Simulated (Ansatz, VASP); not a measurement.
Given: the input of a run of VASP 6.6.1 on Zr.

The input INCAR:

```
SYSTEM = Zr
PREC = Accurate ; ENCUT = 520
EDIFF = 1E-7 ; ISMEAR = -1
SIGMA = 0.05 ; LREAL = .False.
LASPH = .True. ; NELM = 80
ALGO = Normal ; ISIF = 2
LWAVE = .False. ; LCHARG = .True.
GGA = CA ; LELF = .True.
LVHAR = .True. ; NBANDS = 19
```

File KPOINTS:

```
Automatic mesh
0
Gamma
  9 9 5
  0 0 0
```

Contents of POSCAR:

```
Zr
1.0
    3.1660223034      0.0000000000      0.0000000000
   -1.5830111517      2.7418557436      0.0000000000
    0.0000000000      0.0000000000      5.0419297016
Zr
2
Direct
    0.6666666667      0.3333333333      0.7500000000
    0.3333333333      0.6666666667      0.2500000000
```

Potentials or basis: VASP PAW LDA potentials, release 64 (Zr_sv).

Command:

```bash
$ cat potpaw_LDA.64/Zr_sv/POTCAR > POTCAR
$ mpirun -np 1 vasp_std > vasp.out
```

Problem. Set up the same calculation for Ansatz 0.2.0. Potentials there: all-electron LAPW, scalar-relativistic.

Solution. As run (the cutoff follows the program's own potentials):

Contents of input.yaml:

```yaml
crystal:
  lattice:
    - [3.1660223034, 0.0, 0.0]
    - [-1.5830111517, 2.7418557436, 0.0]
    - [0.0, 0.0, 5.0419297016]
  atoms:
    - { symbol: Zr, position: [0.6666666667, 0.3333333333, 0.75] }
    - { symbol: Zr, position: [0.3333333333, 0.6666666667, 0.25] }
kpoints:
  mp_grid: { grid: [9, 9, 5] }
scf:
  occupations: { method: fermi_dirac, width: 0.05 }
hamiltonian:
  xc: lda
  pseudopotentials: { kind: all_electron, lapw: { basis_error: 0.001 } }
output:
  forces: true
  stress: true
  eigenvalues: true
```

Potentials or basis: all-electron LAPW, scalar-relativistic.

The run is started by

```bash
$ ansatz run input.yaml --threads 1 --pin off --max-ram 3072MiB --backend cpu --events-out ev --progress --plain --runs-dir out
```

Both were run:

|  | VASP | Ansatz | Ansatz less VASP |
| --- | --- | --- | --- |
| gap on the k mesh at the Fermi level (eV) | none | none | - |
| pressure (GPa) | -0.2 | -0.3 | -0.07 |
| traceless stress, the component that is largest in VASP (GPa) | 1.03 | 1.00 | -0.028 |

LDA's correlation is that of Perdew and Zunger in VASP and of Perdew and Wang (1992) in Ansatz. A gap of «none» marks a metal or a gap that the smearing closes. Ansatz ran all-electron here, and VASP with PAW potentials.
